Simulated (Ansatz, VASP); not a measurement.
## TiPt3 in VASP and in Ansatz

The input POSCAR:

```
TiPt3
1.0
    3.8970000000      0.0000000000      0.0000000000
    0.0000000000      3.8970000000      0.0000000000
    0.0000000000      0.0000000000      3.8970000000
Pt Ti
3 1
Direct
    0.5000000000      0.5000000000      0.0000000000
    0.5000000000      0.0000000000      0.5000000000
    0.0000000000      0.5000000000      0.5000000000
    0.0000000000      0.0000000000      0.0000000000
```

The input INCAR.step1:

```
SYSTEM = TiPt3
ALGO = Normal ; EDIFF = 1E-4
ENCUT = 520 ; GGA = PE
ISMEAR = -1 ; LASPH = .True.
LCHARG = .False. ; LREAL = .False.
LWAVE = .True. ; NBANDS = 29
NELM = 80 ; PREC = Accurate
SIGMA = 0.05
```

The input INCAR.step2:

```
SYSTEM = TiPt3
ALGO = Normal ; EDIFF = 1E-6
ENCUT = 520 ; ISIF = 2
ISMEAR = -1 ; ISTART = 1
LASPH = .True. ; LCHARG = .False.
LMIXTAU = .True. ; LREAL = .False.
LWAVE = .False. ; METAGGA = R2SCAN
NBANDS = 29 ; NELM = 80
PREC = Accurate ; SIGMA = 0.05
```

KPOINTS

```
k-points
0
Gamma
  4 4 4
  0 0 0
```

The input input.yaml:

```yaml
crystal:
  lattice:
    - [3.897, 0.0, 0.0]
    - [0.0, 3.897, 0.0]
    - [0.0, 0.0, 3.897]
  atoms:
    - { symbol: Pt, position: [0.5, 0.5, 0.0] }
    - { symbol: Pt, position: [0.5, 0.0, 0.5] }
    - { symbol: Pt, position: [0.0, 0.5, 0.5] }
    - { symbol: Ti, position: [0.0, 0.0, 0.0] }
hamiltonian:
  xc: r2scan
  pseudopotentials: { kind: paw }
kpoints:
  mp_grid: { grid: [4, 4, 4] }
scf:
  occupations: { method: fermi_dirac, width: 0.05 }
  n_extra_bands: 10
output:
  forces: true
  stress: true
  eigenvalues: true
  dos: { projected: true, de: 0.05, nscf_kmesh: { grid: [6, 6, 6] } }
```

Alike in both runs: functional r2SCAN; k mesh 4 × 4 × 4; occupations fermi-dirac, width 0.05 eV; no spin polarisation.

```csv
,VASP,Ansatz
version,VASP 6.6.1,Ansatz 0.2.0
potentials or method,"VASP PAW PBE potentials, release 64 (Pt, Ti_sv)",Ansatz PAW
plane-wave cutoff (eV),520,500
valence electrons in the cell,42,66
task,single point,projected density of states
```

```tsv
	VASP	Ansatz	Ansatz less VASP
gap on the k mesh at the Fermi level (eV)	none	none	-
pressure (GPa)	5.5	4.6	-0.83
```

VASP's potentials were made for PBE, not for r2SCAN. A gap of «none» marks a metal or a gap that the smearing closes. VASP's potentials hold 42 valence electrons a cell and Ansatz's 66, so a difference there can come from the potentials and not from the codes.

The k mesh is coarse, so the values compare programs but aren't converged. Neither program's run includes spin-orbit coupling.
